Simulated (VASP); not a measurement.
# Os (Pm-3m) in VASP: notebook

The runs below take Os through single point, relaxation of cell and atoms, with PBEsol.

Program: VASP 6.6.1. These are calculated values, not measurements. Logs are shortened: lines on timing, memory, paths and dates and some standing lists are left out, and cuts for length are marked.

## Step 1: The cell of the first run

The structure is cubic, space group Pm-3m (No. 221). Conventional cell: a = 2.530 Å, b = 2.530 Å, c = 2.530 Å, α = 90.00°, β = 90.00°, γ = 90.00°. Os (site symmetry m-3m) has 6 Os at 2.53 Å within 3.3 Å.

This isn't the form of Os at room conditions, which is hcp.

## Step 2: Single point, PBEsol

Contents of INCAR:

```
  PREC = Accurate
  ENCUT = 520
  EDIFF = 1E-6
  ISMEAR = 0
  SIGMA = 0.05
  LREAL = F
  LASPH = T
  NELM = 60
  ALGO = Normal
  ISIF = 2
  LWAVE = F
  LCHARG = F
  GGA = PS
  NBANDS = 10
```

Contents of KPOINTS:

```
regular mesh
0
Gamma
  10 10 10
```

Contents of POSCAR:

```
Os
1.0
    2.5303385937      0.0000000000      0.0000000000
    0.0000000000      2.5303385937      0.0000000000
    0.0000000000      0.0000000000      2.5303385937
Os
1
Direct
    0.0000000000      0.0000000000      0.0000000000
```

Potentials or basis: VASP PAW PBE potentials, release 64 (Os).

The run is started by

```
$ cat potpaw_PBE.64/Os/POTCAR > POTCAR
$ mpirun -np 1 vasp_std > vasp.out
```

OUTCAR:

```text
PREC = Accurate
   ENCUT = 520
   EDIFF = 1E-6
   ISMEAR = 0
   LREAL = F
   LASPH = T
   NELM = 60
   ISIF = 2
   GGA = PS

 ion  position               nearest neighbor table
   1  0.000  0.000  0.000-

  LATTYP: Found a simple cubic cell.
 ALAT       =     2.5303385937

  Lattice vectors:

 A1 = (   2.5303385937,   0.0000000000,   0.0000000000)
 A2 = (   0.0000000000,   2.5303385937,   0.0000000000)
 A3 = (   0.0000000000,   0.0000000000,   2.5303385937)

Analysis of symmetry for initial positions (statically):
=====================================================================
 Subroutine PRICEL returns:
 Original cell was already a primitive cell.

 Routine SETGRP: Setting up the symmetry group for a
 simple cubic supercell.

 Subroutine GETGRP returns: Found 48 space group operations
 (whereof 48 operations were pure point group operations)
 out of a pool of 48 trial point group operations.

The static configuration has the point symmetry O_h .

Analysis of symmetry for dynamics (positions and initial velocities):
=====================================================================
 Subroutine PRICEL returns:
 Original cell was already a primitive cell.

 Routine SETGRP: Setting up the symmetry group for a
 simple cubic supercell.

 Subroutine GETGRP returns: Found 48 space group operations
 (whereof 48 operations were pure point group operations)
 out of a pool of 48 trial point group operations.

The dynamic configuration has the point symmetry O_h .

 Subroutine INISYM returns: Found 48 space group operations
 (whereof 48 operations are pure point group operations),
 and found     1 'primitive' translations

----------------------------------------------------------------------------------------

                                     Primitive cell

  volume of cell :      16.2008

  direct lattice vectors                    reciprocal lattice vectors
     2.530338594  0.000000000  0.000000000     0.395204026  0.000000000  0.000000000
     0.000000000  2.530338594  0.000000000     0.000000000  0.395204026  0.000000000
     0.000000000  0.000000000  2.530338594     0.000000000  0.000000000  0.395204026

  length of vectors
     2.530338594  2.530338594  2.530338594     0.395204026  0.395204026  0.395204026

  position of ions in fractional coordinates (direct lattice)
     0.000000000  0.000000000  0.000000000

  ion indices of the primitive-cell ions
   primitive index   ion index
                 1           1

----------------------------------------------------------------------------------------

 KPOINTS: regular mesh

Automatic generation of k-mesh.
 Grid dimensions read from file:
 generate k-points for:   10   10   10

 Generating k-lattice:

  Cartesian coordinates                     Fractional coordinates (reciprocal lattice)
     0.039520403  0.000000000  0.000000000     0.100000000  0.000000000  0.000000000
     0.000000000  0.039520403  0.000000000     0.000000000  0.100000000  0.000000000
     0.000000000  0.000000000  0.039520403     0.000000000  0.000000000  0.100000000

  Length of vectors
     0.039520403  0.039520403  0.039520403

  Shift w.r.t. Gamma in fractional coordinates (k-lattice)
     0.000000000  0.000000000  0.000000000

 Subroutine IBZKPT returns following result:
 ===========================================

 Found     56 irreducible k-points:

 Following reciprocal coordinates:
            Coordinates               Weight
  0.000000  0.000000  0.000000      1.000000
  0.100000  0.000000  0.000000      6.000000
  0.200000  0.000000  0.000000      6.000000
  0.300000  0.000000  0.000000      6.000000
  0.400000  0.000000  0.000000      6.000000
  0.500000  0.000000  0.000000      3.000000
[... 16 lines left out ...]
  0.200000  0.100000  0.100000     24.000000
  0.300000  0.100000  0.100000     24.000000
 [... further k-points ...]
   k-points           NKPTS =     56   k-points in BZ     NKDIM =     56   number of bands    NBANDS=     10
   number of dos      NEDOS =    301   number of ions     NIONS =      1
   total plane-waves  NPLWV =   8000
   dimension x,y,z NGX =    20 NGY =   20 NGZ =   20
   dimension x,y,z NGXF=    40 NGYF=   40 NGZF=   40
   ions per type =               1
   NGX,Y,Z   is equivalent  to a cutoff of  13.14, 13.14, 13.14 a.u.
   NGXF,Y,Z  is equivalent  to a cutoff of  26.28, 26.28, 26.28 a.u.
 SYSTEM =  unknown system
   PREC   = accura    normal or accurate (medium, high low for compatibility)
   ISTART =      0    job   : 0-new  1-cont  2-samecut
   ICHARG =      2    charge: 1-file 2-atom 10-const
   ISPIN  =      1    spin polarized calculation?
   LNONCOLLINEAR =      F non collinear calculations
   LSORBIT =      F    spin-orbit coupling
   LASPH  =      T    aspherical Exc in radial PAW
   ENCUT  =  520.0 eV  38.22 Ry    6.18 a.u.   4.70  4.70  4.70*2*pi/ulx,y,z
   NELM   =     60;   NELMIN=  2; NELMDL= -5     # of ELM steps
   EDIFF  = 0.1E-05   stopping-criterion for ELM
   LREAL  =      F    real-space projection
   EDIFFG = 0.1E-04   stopping-criterion for IOM
   NSW    =      0    number of steps for IOM
   IBRION =     -1    ionic relax: 0-MD 1-quasi-New 2-CG
   NFREE  =      0    steps in history (QN), initial steepest desc. (CG)
   ISIF   =      2    stress and relaxation
   ISYM   =      2    0-nonsym 1-usesym 2-fastsym
   POTIM  = 0.5000    time-step for ionic-motion
   TEBEG  =    0.0;   TEEND  =   0.0 temperature during run
   PSTRESS=    0.0 pullay stress
   NELECT =       8.0000    total number of electrons
   NUPDOWN=      -1.0000    fix difference up-down
   EMIN   =  10.00;   EMAX   =-10.00  energy-range for DOS
   EFERMI =   0.00;   METHOD = LEGACY
   ISMEAR =     0;   SIGMA  =   0.05  broadening in eV -4-tet -1-fermi 0-gaus
   EFERMI_NEDOS =   21; number of points for ismear=-14 and -15
   IALGO  =     38    algorithm
   IMIX   =      4    mixing-type and parameters
     AMIX     =   0.40;   BMIX     =  1.00
     AMIX_MAG =   1.60;   BMIX_MAG =  1.00
  volume/ion in A,a.u.               =      16.20       109.33
  Fermi-wavevector in a.u.,A,eV,Ry     =   1.293976  2.445260 22.781236  1.674374
  Thomas-Fermi vector in A             =   2.425588
   LORBIT       =      0    0 simple, 1 ext, 2 COOP (PROOUT), +10 PAW based schemes
   GGA     = PS    functional components
   LHFCALC =     F    Hartree Fock is set to
   AEXX    =    0.0000 exact exchange contribution
   IVDW    =     0    specifies the selected vdW correction
   LEPSILON=     F    determine dielectric tensor
   LRPA    =     F    only Hartree local field effects (RPA)
 non-spin polarized calculation
 Gauss-broadening in eV      SIGMA  =   0.05
  energy-cutoff  :      520.00
  volume of cell :       16.20
 maximum number of plane-waves:       461
 NGX is ok and might be reduce to    20
   NGX =  9   NGY =  9   NGZ =  9

 number of electron       7.9999998 magnetization

 Free energy of the ion-electron system (eV)
  ---------------------------------------------------
  ext. energy  EPLUGINS =         0.00000000
  ---------------------------------------------------
  free energy    TOTEN  =       -10.60462433 eV

  energy without entropy =      -10.60240970  energy(sigma->0) =      -10.60351701

 E-fermi :   7.4562     XC(G=0): -13.1668

 val. band max:        7.4247360254   @ k =   0.4000   0.1000   0.0000
 cond. band min:       7.4901853646   @ k =   0.3000   0.2000   0.1000
 fundamental gap:      0.0654493392
 Fermi energy:         7.4561507631

 k-point     1 :       0.0000    0.0000    0.0000
  band No.  band energies     occupation
      1      -2.3315      2.00000
      2       1.2157      2.00000
      3       1.2157      2.00000
      4       9.8070      0.00000
      5       9.8070      0.00000
      6       9.8070      0.00000
      7      23.1074      0.00000
      8      23.1074      0.00000
      9      23.1074      0.00000
     10      29.2885      0.00000

 k-point     2 :       0.1000    0.0000    0.0000
  band No.  band energies     occupation
      1      -2.0040      2.00000
      2       1.2922      2.00000
      3       1.5666      2.00000
      4       9.3764      0.00000
      5       9.3764      0.00000
      6       9.8398      0.00000
      7      21.3494      0.00000
      8      23.7671      0.00000
      9      23.7671      0.00000
     10      30.2577      0.00000

 k-point     3 :       0.2000    0.0000    0.0000
  band No.  band energies     occupation
      1      -1.1822      2.00000
      2       1.4988      2.00000
      3       2.6248      2.00000
      4       8.3922      0.00000
      5       8.3922      0.00000
      6       9.9264      0.00000
      7      18.5369      0.00000
      8      25.3906      0.00000
      9      25.3906      0.00000
     10      27.4007      0.00000

 k-point     4 :       0.3000    0.0000    0.0000
  band No.  band energies     occupation
      1      -0.2038      2.00000
      2       1.7681      2.00000
      3       4.2067      2.00000
      4       7.3698      1.98544
      5       7.3698      1.98544
      6      10.0354      0.00000
      7      16.2455      0.00000
      8      25.1207      0.00000
      9      27.3489      0.00000
     10      27.3489      0.00000

 k-point     5 :       0.4000    0.0000    0.0000
  band No.  band energies     occupation
      1       0.6202      2.00000
      2       1.9987      2.00000
      3       5.6277      2.00000
      4       6.6483      2.00000
      5       6.6483      2.00000
      6      10.1252      0.00000
      7      15.0374      0.00000
      8      23.6571      0.00000
      9      28.8039      0.00000
     10      29.1014      0.00000

 k-point     6 :       0.5000    0.0000    0.0000
  band No.  band energies     occupation
      1       0.9612      2.00000
      2       2.0902      2.00000
      3       6.1459      2.00000
      4       6.3919      2.00000
      5       6.3919      2.00000
      6      10.1600      0.00000
      7      14.8137      0.00000
      8      23.1512      0.00000
      9      27.6746      0.00000
     10      29.9032      0.00000
[... 183 lines left out ...]
 k-point    21 :       0.5000    0.5000    0.0000
  band No.  band energies     occupation
      1       0.4371      2.00000
      2       2.7176      2.00000
      3       7.0562      2.00000
      4       7.0562      2.00000
      5      11.9569      0.00000
      6      11.9569      0.00000
      7      12.3164      0.00000
      8      20.5700      0.00000
      9      22.2741      0.00000
     10      29.6631      0.00000

 k-point    22 :       0.1000    0.1000    0.1000
  band No.  band energies     occupation
      1      -1.3341      2.00000
      2       1.8472      2.00000
      3       1.8472      2.00000
      4       8.8259      0.00000
      5       9.0317      0.00000
      6       9.0317      0.00000
      7      21.9049      0.00000
      8      22.9410      0.00000
      9      22.9410      0.00000
     10      31.1432      0.00000

 k-point    23 :       0.2000    0.1000    0.1000
  band No.  band energies     occupation
      1      -0.5011      2.00000
      2       2.0538      2.00000
      3       2.8648      2.00000
      4       7.9321      0.00000
      5       7.9754      0.00000
      6       9.0961      0.00000
      7      19.6677      0.00000
      8      23.5417      0.00000
      9      24.4223      0.00000
     10      28.9669      0.00000

 k-point    24 :       0.3000    0.1000    0.1000
  band No.  band energies     occupation
      1       0.4757      2.00000
      2       2.3299      2.00000
      3       4.1420      2.00000
      4       6.8773      2.00000
      5       7.3617      1.99242
      6       9.2325      0.00000
      7      17.2178      0.00000
      8      24.8564      0.00000
      9      25.1511      0.00000
     10      28.2045      0.00000

 [... further k-points ...]

------------------------ aborting loop because EDIFF is reached ----------------------------------------

  FORCE on cell =-STRESS in cart. coord.  units (eV):
  Direction    XX          YY          ZZ          XY          YZ          ZX
  --------------------------------------------------------------------------------------
  -------------------------------------------------------------------------------------
  Total        0.0065615      0.0065615      0.0065615     -0.0000000     -0.0000000     -0.0000000
  in kB        0.6489050      0.6489050      0.6489050     -0.0000000     -0.0000000     -0.0000000
  external PRESSURE =       0.6489050 kB  Pullay stress =       0.0000000 kB

 VOLUME and BASIS-vectors are now :
 -----------------------------------------------------------------------------
  energy-cutoff  :      520.00
  volume of cell :       16.20
      direct lattice vectors                 reciprocal lattice vectors
     2.530338594  0.000000000  0.000000000     0.395204026  0.000000000  0.000000000
     0.000000000  2.530338594  0.000000000     0.000000000  0.395204026  0.000000000
     0.000000000  0.000000000  2.530338594     0.000000000  0.000000000  0.395204026

 POSITION                                       TOTAL-FORCE (eV/Angst)
 -----------------------------------------------------------------------------------
      0.00000      0.00000      0.00000         0.000000      0.000000      0.000000
 -----------------------------------------------------------------------------------
    total drift:                               -0.000000     -0.000000     -0.000000

  FREE ENERGIE OF THE ION-ELECTRON SYSTEM (eV)
  ---------------------------------------------------
  free  energy   TOTEN  =       -10.6046243262 eV

  energy  without entropy=      -10.6024097025  energy(sigma->0) =      -10.60351701
```

It took 13 s on 1 thread of AMD EPYC 7R13, shared host; peak memory 0.1 GiB.

What came out:

- Free energy: -10.6046 eV
- Pressure: 0.1 GPa
- Band gap on the k mesh: zero (bands 4 and 5 overlap by 6.17 eV)

Caveat: the PAW data sets were made with another functional, which shifts forces and pressure a little; spin-orbit coupling is left out, which moves the levels of the heavy elements.

[end of part 1 of 3]
